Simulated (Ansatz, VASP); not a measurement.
## Two plane-wave programs on ZnCu

INCAR

```
SYSTEM = ZnCu
ALGO = Fast ; EDIFF = 1E-7
ENCUT = 520 ; GGA = PE
ISIF = 2 ; ISMEAR = 0
LASPH = .TRUE. ; LCHARG = .FALSE.
LREAL = .FALSE. ; LWAVE = .FALSE.
NBANDS = 18 ; NELM = 60
PREC = Accurate ; SIGMA = 0.15
```

File KPOINTS:

```
k-points
0
G
  16 16 16
  0 0 0
```

POSCAR

```
ZnCu
1.0
    3.3540367417      0.9646111225      0.9646111225
    0.9646111225      3.3540367417      0.9646111225
    0.9646111225      0.9646111225      3.3540367417
Zn Cu
1 1
Direct
    0.5000000000      0.5000000000      0.5000000000
    0.0000000000      0.0000000000      0.0000000000
```

Input for Ansatz:

```yaml
crystal:
  lattice:
    - [3.3540367417, 0.9646111225, 0.9646111225]
    - [0.9646111225, 3.3540367417, 0.9646111225]
    - [0.9646111225, 0.9646111225, 3.3540367417]
  atoms:
    - { symbol: Zn, position: [0.5, 0.5, 0.5] }
    - { symbol: Cu, position: [0.0, 0.0, 0.0] }
basis:
  ecutwfc: 520.0
kpoints:
  mp_grid: { grid: [16, 16, 16] }
hamiltonian:
  xc: pbe
scf:
  occupations: { method: gaussian, width: 0.15 }
output:
  forces: true
  stress: true
  eigenvalues: true
```

Alike in both runs: task single point; functional PBE; k mesh 16 × 16 × 16; occupations gaussian, width 0.15 eV; no spin polarisation.

```csv
,VASP,Ansatz
version,VASP 6.6.1,Ansatz 0.2.0
potentials or method,"VASP PAW PBE potentials, release 64 (Zn, Cu), cutoff 520 eV","scalar-relativistic, plane waves, PAW"
valence electrons in the cell,23,31
```

|  | VASP | Ansatz | Ansatz less VASP |
| --- | --- | --- | --- |
| gap on the k mesh at the Fermi level (eV) | none | none | - |
| pressure (GPa) | 1.4 | 0.9 | -0.50 |
| traceless stress, the component that is largest in VASP (GPa) | 1.27 | 1.25 | -0.024 |

A gap of «none» marks a metal or a gap that the smearing closes. VASP's potentials hold 23 valence electrons a cell and Ansatz's 31, so a difference there can come from the potentials and not from the codes.
